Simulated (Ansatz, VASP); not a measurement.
## Two plane-wave programs on W

The input INCAR:

```
PREC = Accurate
ENCUT = 520
EDIFF = 1E-6
ISMEAR = -1
SIGMA = 0.1
LREAL = False
LASPH = True
NELM = 100
ALGO = Normal
ISIF = 2
LWAVE = False
LCHARG = False
GGA = PS
NBANDS = 21
```

Contents of KPOINTS:

```
Automatic mesh
0
Gamma
  15 15 7
```

The input POSCAR:

```
W
1.0
    2.8244030268      0.0000000000      0.0000000000
   -1.4122015134      2.4460047718      0.0000000000
    0.0000000000      0.0000000000      5.0194220530
W
2
Direct
    0.3333333333      0.6666666667      0.2500000000
    0.6666666667      0.3333333333      0.7500000000
```

Input for Ansatz:

```yaml
crystal:
  lattice:
    - [2.8244030268, 0.0, 0.0]
    - [-1.4122015134, 2.4460047718, 0.0]
    - [0.0, 0.0, 5.019422053]
  atoms:
    - { symbol: W, position: [0.3333333333, 0.6666666667, 0.25] }
    - { symbol: W, position: [0.6666666667, 0.3333333333, 0.75] }
hamiltonian:
  xc: pbesol
  pseudopotentials:
    kind: paw
    azcp:
      W: "pseudopotentials/W.paw.azcp"
basis:
  ecutwfc: 420
  fft_grid_basis: typed
kpoints:
  mp_grid: { grid: [15, 15, 7], shift: [0, 0, 0] }
magnetization:
  spin_polarized: false
scf:
  occupations: { method: fermi_dirac, width: 0.1 }
  lower_state_search: "off"
output:
  stress: true
  write_density: true
  write_potential: true
  elf: true
  volumetric_format: npy
```

Alike in both runs: task single point; functional PBEsol; k mesh 15 × 15 × 7; occupations fermi-dirac, width 0.1 eV; no spin polarisation.

```csv
,VASP,Ansatz
version,VASP 6.6.1,Ansatz 0.2.0
potentials or method,"VASP PAW PBE potentials, release 64 (W_sv), cutoff 520 eV","plane waves (420 eV) with PAW, scalar-relativistic"
valence electrons in the cell,28,28
```

|  | VASP | Ansatz | Ansatz less VASP |
| --- | --- | --- | --- |
| pressure (GPa) | -19.4 | -19.7 | -0.29 |
| traceless stress, the component that is largest in VASP (GPa) | 2.21 | 2.30 | +0.090 |

VASP's potentials were made for PBE, not for PBEsol, and Ansatz warns of the same on its side. With one functional, cell and mesh, what is left measures potentials, basis and numerics.

Neither program's run includes spin-orbit coupling.
